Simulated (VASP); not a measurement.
The system is InAs.

```
In As
1.0
     0.00000    3.05459    3.05459
     3.05459    0.00000    3.05459
     3.05459    3.05459    0.00000
In As
1 1
Direct
  0.00000 0.00000 0.00000
  0.25000 0.25000 0.25000
```

Base run:

```yaml
Program: VASP 6.6.1
Functional: r2SCAN
Potentials_or_basis: VASP PAW PBE potentials, release 64 (In_d, As)
Cutoff: 520 eV
k_mesh: 8 × 8 × 8
Occupations: fermi-dirac, width 0.02 eV
Spin: no spin polarisation
```

Its results: band gap on the k mesh 0.08 eV, direct; pressure 0.0 GPa.

Problem. The run is repeated on the same cell with these changes: functional from r2SCAN to PBE; further incar settings from ALGO = Normal; EDIFF = 1e-06; NBANDS = 16 to ALGO = Normal; EDIFF = 1e-07; NBANDS = 16. What comes out?

Solution. Band gap on the k mesh zero (filled and empty bands touch); pressure 2.1 GPa.

Caveats: spin-orbit coupling is left out, which moves the levels of the heavy elements; the PAW data sets were made with another functional, which shifts forces and pressure a little (some runs).

